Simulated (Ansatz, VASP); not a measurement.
# KF: VASP beside Ansatz

Contents of INCAR:

```
SYSTEM = KF
  PREC = Accurate
  ENCUT = 520
  EDIFF = 1E-7
  ISMEAR = 0
  SIGMA = 0.05
  LREAL = .FALSE.
  LASPH = .TRUE.
  NELM = 60
  ALGO = Normal
  ISIF = 2
  LWAVE = .FALSE.
  LCHARG = .FALSE.
  NBANDS = 15
```

Contents of KPOINTS:

```
Automatic mesh
0
G
  8 8 8
  0 0 0
```

Contents of POSCAR:

```
KF
1.0
    0.0278806361      2.6094210145      2.6094210145
    2.6094210145      0.0278806361      2.6094210145
    2.6094210145      2.6094210145      0.0278806361
K F
1 1
Direct
    0.0000000000      0.0000000000      0.0000000000
    0.5000000000      0.5000000000      0.5000000000
```

Input for Ansatz:

```yaml
crystal:
  lattice:
    - [0.0278806361, 2.6094210145, 2.6094210145]
    - [2.6094210145, 0.0278806361, 2.6094210145]
    - [2.6094210145, 2.6094210145, 0.0278806361]
  atoms:
    - { symbol: K, position: [0.0, 0.0, 0.0] }
    - { symbol: F, position: [0.5, 0.5, 0.5] }
basis:
  ecutwfc: 520.0
kpoints:
  mp_grid: { grid: [8, 8, 8] }
hamiltonian:
  xc: lda
scf:
  occupations: { method: gaussian, width: 0.05 }
output:
  forces: true
  stress: true
  eigenvalues: true
```

Alike in both runs: task single point; functional LDA; k mesh 8 × 8 × 8; occupations gaussian, width 0.05 eV; no spin polarisation.

|  | VASP | Ansatz |
| --- | --- | --- |
| version | VASP 6.6.1 | Ansatz 0.2.0 |
| potentials or method | VASP PAW LDA potentials, release 64 (K_sv, F), cutoff 520 eV | scalar-relativistic, plane waves, PAW |
| valence electrons in the cell | 16 | 16 |

```tsv
	VASP	Ansatz	Ansatz less VASP
gap on the k mesh at the Fermi level (eV)	6.25	6.27	+0.019
least direct gap on the mesh (eV)	6.25	6.27	+0.019
pressure (GPa)	-0.5	-0.7	-0.21
traceless stress, the component that is largest in VASP (GPa)	-0.15	-0.15	-0.003
```

LDA's correlation is that of Perdew and Zunger in VASP and of Perdew and Wang (1992) in Ansatz.
